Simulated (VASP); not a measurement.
# GaN (F-43m) in VASP: single point with PBEsol

Aim: the single point of GaN with PBEsol.

All numbers are computed with VASP 6.6.1; they aren't measurements. Logs are shortened: lines on timing, memory, paths and dates and some standing lists are left out, and cuts for length are marked.

### Step 1. The cell of the first run

The structure is cubic, space group F-43m (No. 216). Conventional cell: a = 4.498 Å, b = 4.498 Å, c = 4.498 Å, α = 90.00°, β = 90.00°, γ = 90.00°. Within 2.6 Å of Ga (site symmetry -43m) lie 4 N at 1.95 Å. Within 2.6 Å of N (site symmetry -43m) lie 4 Ga at 1.95 Å.

### Step 2. Single point, PBEsol

INCAR

```
ALGO = Normal
EDIFF = 1E-6
ENCUT = 520
GGA = PS
ISIF = 2
ISMEAR = -1
LASPH = True
LCHARG = False
LREAL = False
LWAVE = False
NBANDS = 16
NELM = 100
PREC = Accurate
SIGMA = 0.1
```

KPOINTS

```
k-points
0
Gamma
  18 18 18
```

POSCAR

```
GaN
1.0
    0.0000000000      2.2491407148      2.2491407148
    2.2491407148      0.0000000000      2.2491407148
    2.2491407148      2.2491407148      0.0000000000
Ga N
1 1
Direct
    0.0000000000      0.0000000000      0.0000000000
    0.2500000000      0.2500000000      0.2500000000
```

Potentials or basis: VASP PAW PBE potentials, release 64 (Ga_d, N).

Launch:

```console
$ cat potpaw_PBE.64/Ga_d/POTCAR potpaw_PBE.64/N/POTCAR > POTCAR
$ mpirun -np 1 vasp_std > vasp.out
```

OUTCAR:

```text
EDIFF = 1E-6
   ENCUT = 520
   GGA = PS
   ISIF = 2
   ISMEAR = -1
   LASPH = True
   LREAL = False
   NELM = 100
   PREC = Accurate

 ion  position               nearest neighbor table
   1  0.000  0.000  0.000-   2 1.95   2 1.95   2 1.95   2 1.95
   2  0.250  0.250  0.250-   1 1.95   1 1.95   1 1.95   1 1.95

  LATTYP: Found a face centered cubic cell.
 ALAT       =     4.4982814296

  Lattice vectors:

 A1 = (   0.0000000000,   2.2491407148,   2.2491407148)
 A2 = (   2.2491407148,   0.0000000000,   2.2491407148)
 A3 = (   2.2491407148,   2.2491407148,   0.0000000000)

Analysis of symmetry for initial positions (statically):
=====================================================================
 Subroutine PRICEL returns:
 Original cell was already a primitive cell.

 Routine SETGRP: Setting up the symmetry group for a
 face centered cubic supercell.

 Subroutine GETGRP returns: Found 24 space group operations
 (whereof 24 operations were pure point group operations)
 out of a pool of 48 trial point group operations.

The static configuration has the point symmetry T_d .

Analysis of symmetry for dynamics (positions and initial velocities):
=====================================================================
 Subroutine PRICEL returns:
 Original cell was already a primitive cell.

 Routine SETGRP: Setting up the symmetry group for a
 face centered cubic supercell.

 Subroutine GETGRP returns: Found 24 space group operations
 (whereof 24 operations were pure point group operations)
 out of a pool of 48 trial point group operations.

The dynamic configuration has the point symmetry T_d .

 Subroutine INISYM returns: Found 24 space group operations
 (whereof 24 operations are pure point group operations),
 and found     1 'primitive' translations

----------------------------------------------------------------------------------------

                                     Primitive cell

  volume of cell :      22.7552

  direct lattice vectors                    reciprocal lattice vectors
     0.000000000  2.249140715  2.249140715    -0.222307122  0.222307122  0.222307122
     2.249140715  0.000000000  2.249140715     0.222307122 -0.222307122  0.222307122
     2.249140715  2.249140715  0.000000000     0.222307122  0.222307122 -0.222307122

  length of vectors
     3.180765303  3.180765303  3.180765303     0.385047231  0.385047231  0.385047231

  position of ions in fractional coordinates (direct lattice)
     0.000000000  0.000000000  0.000000000
     0.250000000  0.250000000  0.250000000

  ion indices of the primitive-cell ions
   primitive index   ion index
                 1           1
                 2           2

----------------------------------------------------------------------------------------

 KPOINTS: k-points

Automatic generation of k-mesh.
 Grid dimensions read from file:
 generate k-points for:   18   18   18

 Generating k-lattice:

  Cartesian coordinates                     Fractional coordinates (reciprocal lattice)
    -0.012350396  0.012350396  0.012350396     0.055555556  0.000000000  0.000000000
     0.012350396 -0.012350396  0.012350396     0.000000000  0.055555556  0.000000000
     0.012350396  0.012350396 -0.012350396     0.000000000  0.000000000  0.055555556

  Length of vectors
     0.021391513  0.021391513  0.021391513

  Shift w.r.t. Gamma in fractional coordinates (k-lattice)
     0.000000000  0.000000000  0.000000000

 Subroutine IBZKPT returns following result:
 ===========================================

 Found    195 irreducible k-points:

 Following reciprocal coordinates:
            Coordinates               Weight
  0.000000  0.000000  0.000000      1.000000
  0.055556  0.000000  0.000000      8.000000
  0.111111  0.000000  0.000000      8.000000
  0.166667  0.000000  0.000000      8.000000
  0.222222  0.000000  0.000000      8.000000
  0.277778  0.000000  0.000000      8.000000
[... 16 lines left out ...]
 -0.277778  0.055556  0.000000     24.000000
 -0.222222  0.055556  0.000000     24.000000
 [... further k-points ...]
   k-points           NKPTS =    195   k-points in BZ     NKDIM =    195   number of bands    NBANDS=     16
   number of dos      NEDOS =    301   number of ions     NIONS =      2
   total plane-waves  NPLWV =  13824
   dimension x,y,z NGX =    24 NGY =   24 NGZ =   24
   dimension x,y,z NGXF=    48 NGYF=   48 NGZF=   48
   ions per type =               1   1
   NGX,Y,Z   is equivalent  to a cutoff of  12.54, 12.54, 12.54 a.u.
   NGXF,Y,Z  is equivalent  to a cutoff of  25.09, 25.09, 25.09 a.u.
 SYSTEM =  unknown system
   PREC   = accura    normal or accurate (medium, high low for compatibility)
   ISTART =      0    job   : 0-new  1-cont  2-samecut
   ICHARG =      2    charge: 1-file 2-atom 10-const
   ISPIN  =      1    spin polarized calculation?
   LNONCOLLINEAR =      F non collinear calculations
   LSORBIT =      F    spin-orbit coupling
   LASPH  =      T    aspherical Exc in radial PAW
   ENCUT  =  520.0 eV  38.22 Ry    6.18 a.u.   5.91  5.91  5.91*2*pi/ulx,y,z
   NELM   =    100;   NELMIN=  2; NELMDL= -5     # of ELM steps
   EDIFF  = 0.1E-05   stopping-criterion for ELM
   LREAL  =      F    real-space projection
   EDIFFG = 0.1E-04   stopping-criterion for IOM
   NSW    =      0    number of steps for IOM
   IBRION =     -1    ionic relax: 0-MD 1-quasi-New 2-CG
   NFREE  =      0    steps in history (QN), initial steepest desc. (CG)
   ISIF   =      2    stress and relaxation
   ISYM   =      2    0-nonsym 1-usesym 2-fastsym
   POTIM  = 0.5000    time-step for ionic-motion
   TEBEG  =    0.0;   TEEND  =   0.0 temperature during run
   PSTRESS=    0.0 pullay stress
   NELECT =      18.0000    total number of electrons
   NUPDOWN=      -1.0000    fix difference up-down
   EMIN   =  10.00;   EMAX   =-10.00  energy-range for DOS
   EFERMI =   0.00;   METHOD = LEGACY
   ISMEAR =    -1;   SIGMA  =   0.10  broadening in eV -4-tet -1-fermi 0-gaus
   EFERMI_NEDOS =   21; number of points for ismear=-14 and -15
   IALGO  =     38    algorithm
   IMIX   =      4    mixing-type and parameters
     AMIX     =   0.40;   BMIX     =  1.00
     AMIX_MAG =   1.60;   BMIX_MAG =  1.00
  volume/ion in A,a.u.               =      11.38        76.78
  Fermi-wavevector in a.u.,A,eV,Ry     =   1.514046  2.861132 31.189111  2.292335
  Thomas-Fermi vector in A             =   2.623756
   LORBIT       =      0    0 simple, 1 ext, 2 COOP (PROOUT), +10 PAW based schemes
   GGA     = PS    functional components
   LHFCALC =     F    Hartree Fock is set to
   AEXX    =    0.0000 exact exchange contribution
   IVDW    =     0    specifies the selected vdW correction
   LEPSILON=     F    determine dielectric tensor
   LRPA    =     F    only Hartree local field effects (RPA)
 non-spin polarized calculation
  energy-cutoff  :      520.00
  volume of cell :       22.76
 maximum number of plane-waves:       624
   NGX = 11   NGY = 11   NGZ = 11

 number of electron      18.0000008 magnetization

 Free energy of the ion-electron system (eV)
  ---------------------------------------------------
  ext. energy  EPLUGINS =         0.00000000
  ---------------------------------------------------
  free energy    TOTEN  =       -13.12260144 eV

  energy without entropy =      -13.12260018  energy(sigma->0) =      -13.12260081

 E-fermi :   6.2687     XC(G=0): -11.9332

 val. band max:        5.2126364894   @ k =   0.0000   0.0000   0.0000
 cond. band min:       6.9328619333   @ k =   0.0000   0.0000   0.0000
 fundamental gap:      1.7202254439
 Fermi energy:         6.2687292607

 k-point     1 :       0.0000    0.0000    0.0000
  band No.  band energies     occupation
      1     -10.7694      2.00000
      2      -8.1954      2.00000
      3      -8.1954      2.00000
      4      -8.1954      2.00000
      5      -7.8644      2.00000
      6      -7.8644      2.00000
[... 8 lines left out ...]
     15      23.9487      0.00000
     16      23.9487      0.00000

 k-point     2 :       0.0556    0.0000    0.0000
  band No.  band energies     occupation
      1     -10.7333      2.00000
      2      -8.1909      2.00000
      3      -8.1909      2.00000
      4      -8.1848      2.00000
      5      -7.8649      2.00000
      6      -7.8649      2.00000
[... 8 lines left out ...]
     15      23.3092      0.00000
     16      23.3092      0.00000

 k-point     3 :       0.1111    0.0000    0.0000
  band No.  band energies     occupation
      1     -10.6297      2.00000
      2      -8.1783      2.00000
      3      -8.1783      2.00000
      4      -8.1486      2.00000
      5      -7.8660      2.00000
      6      -7.8660      2.00000
[... 8 lines left out ...]
     15      22.5324      0.00000
     16      22.5324      0.00000

 k-point     4 :       0.1667    0.0000    0.0000
  band No.  band energies     occupation
      1     -10.4738      2.00000
      2      -8.1604      2.00000
      3      -8.1604      2.00000
      4      -8.0732      2.00000
      5      -7.8660      2.00000
      6      -7.8660      2.00000
[... 8 lines left out ...]
     15      22.0294      0.00000
     16      22.0294      0.00000
[... 324 lines left out ...]
 k-point    22 :      -0.3333    0.0556    0.0000
  band No.  band energies     occupation
      1      -9.9229      2.00000
      2      -8.1082      2.00000
      3      -8.1076      2.00000
      4      -7.8501      2.00000
      5      -7.8368      2.00000
      6      -7.2695      2.00000
[... 8 lines left out ...]
     15      22.3736      0.00000
     16      23.8136      0.00000

 k-point    23 :      -0.2778    0.0556    0.0000
  band No.  band energies     occupation
      1     -10.0465      2.00000
      2      -8.1183      2.00000
      3      -8.1157      2.00000
      4      -7.8639      2.00000
      5      -7.8516      2.00000
      6      -7.5960      2.00000
[... 8 lines left out ...]
     15      21.6041      0.00000
     16      23.2835      0.00000

 k-point    24 :      -0.2222    0.0556    0.0000
  band No.  band energies     occupation
      1     -10.2094      2.00000
      2      -8.1344      2.00000
      3      -8.1288      2.00000
      4      -7.8923      2.00000
      5      -7.8723      2.00000
      6      -7.8158      2.00000
[... 8 lines left out ...]
     15      21.2425      0.00000
     16      23.0626      0.00000

 [... further k-points ...]

------------------------ aborting loop because EDIFF is reached ----------------------------------------

  FORCE on cell =-STRESS in cart. coord.  units (eV):
  Direction    XX          YY          ZZ          XY          YZ          ZX
  --------------------------------------------------------------------------------------
  -------------------------------------------------------------------------------------
  Total       -0.0328568     -0.0328568     -0.0328568      0.0000000      0.0000000      0.0000000
  in kB       -2.3134250     -2.3134250     -2.3134250      0.0000000      0.0000000      0.0000000
  external PRESSURE =      -2.3134250 kB  Pullay stress =       0.0000000 kB

 VOLUME and BASIS-vectors are now :
 -----------------------------------------------------------------------------
  energy-cutoff  :      520.00
  volume of cell :       22.76
      direct lattice vectors                 reciprocal lattice vectors
     0.000000000  2.249140715  2.249140715    -0.222307122  0.222307122  0.222307122
     2.249140715  0.000000000  2.249140715     0.222307122 -0.222307122  0.222307122
     2.249140715  2.249140715  0.000000000     0.222307122  0.222307122 -0.222307122

 POSITION                                       TOTAL-FORCE (eV/Angst)
 -----------------------------------------------------------------------------------
      0.00000      0.00000      0.00000        -0.000000     -0.000000     -0.000000
      1.12457      1.12457      1.12457         0.000000      0.000000      0.000000
 -----------------------------------------------------------------------------------
    total drift:                                0.000001      0.000001      0.000001

  FREE ENERGIE OF THE ION-ELECTRON SYSTEM (eV)
  ---------------------------------------------------
  free  energy   TOTEN  =       -13.1226014408 eV

  energy  without entropy=      -13.1226001847  energy(sigma->0) =      -13.12260081
```

Run time: 67 s. Hardware: 1 thread of Intel Xeon 8259CL, shared host; peak memory 0.19 GiB.

Results:

```yaml
Free_energy: -13.1226 eV
Pressure: -0.2 GPa
Band_gap_on_the_k_mesh: 1.72 eV
```

Levels at points of the mesh, in eV from the valence-band top:
| k point | band 6 | band 7 | band 8 | band 9 | band 10 | band 11 | band 12 | band 13 |
| --- | --- | --- | --- | --- | --- | --- | --- | --- |
| (0.00, 0.00, 0.00) | -13.08 | 0.00 | 0.00 | 0.00 | 1.72 | 10.24 | 10.24 | 10.24 |
| (0.50, 0.00, 0.00) | -11.83 | -7.15 | -0.99 | -0.99 | 4.60 | 8.66 | 10.29 | 10.29 |
| (0.50, 0.50, 0.00) | -11.40 | -6.20 | -2.75 | -2.75 | 3.23 | 6.60 | 11.62 | 13.94 |

Caveat: the PAW data sets were made with another functional, which shifts forces and pressure a little. A k mesh can miss the band edges.
